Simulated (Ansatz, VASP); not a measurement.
**Pt in VASP and in Ansatz**

INCAR

```
  PREC = Accurate
  ENCUT = 520
  EDIFF = 1E-7
  ISMEAR = 0
  SIGMA = 0.15
  LREAL = False
  LASPH = True
  NELM = 80
  ALGO = Fast
  ISIF = 2
  LWAVE = False
  LCHARG = False
  GGA = PS
  NBANDS = 11
```

The input KPOINTS:

```
regular mesh
0
Gamma
  22 22 22
```

File POSCAR:

```
Pt
1.0
   -1.6159044000      1.5842200000      1.5842200000
    1.6159044000     -1.5842200000      1.5842200000
    1.6159044000      1.5842200000     -1.5842200000
Pt
1
Direct
    0.0000000000      0.0000000000      0.0000000000
```

Input for Ansatz:

```yaml
crystal:
  lattice:
    - [-1.6159044, 1.58422, 1.58422]
    - [1.6159044, -1.58422, 1.58422]
    - [1.6159044, 1.58422, -1.58422]
  atoms:
    - { symbol: Pt, position: [0.0, 0.0, 0.0] }
basis:
  ecutwfc: 420
kpoints:
  mp_grid: { grid: [22, 22, 22] }
hamiltonian:
  xc: pbesol
scf:
  occupations: { method: gaussian, width: 0.15 }
output:
  forces: true
  stress: true
  eigenvalues: true
```

Change from the starting cell: strain +0.0200 x Voigt [1, 0, 0, 0, 0, 0], atoms carried along.

Alike in both runs: task single point; functional PBEsol; k mesh 22 × 22 × 22; occupations gaussian, width 0.15 eV; no spin polarisation.

|  | VASP | Ansatz |
| --- | --- | --- |
| version | VASP 6.6.1 | Ansatz 0.2.0 |
| potentials or method | VASP PAW PBE potentials, release 64 (Pt), cutoff 520 eV | scalar-relativistic, plane waves, PAW |
| valence electrons in the cell | 10 | 18 |

```tsv
	VASP	Ansatz	Ansatz less VASP
gap on the k mesh at the Fermi level (eV)	none	none	-
pressure (GPa)	-15.3	-15.0	+0.33
traceless stress, the component that is largest in VASP (GPa)	1.17	1.17	+0.003
```

VASP's potentials were made for PBE, not for PBEsol. A gap of «none» marks a metal or a gap that the smearing closes. With one functional, cell and mesh, what is left measures potentials, basis and numerics. VASP's potentials hold 10 valence electrons a cell and Ansatz's 18, so a difference there can come from the potentials and not from the codes.

Neither program's run includes spin-orbit coupling.
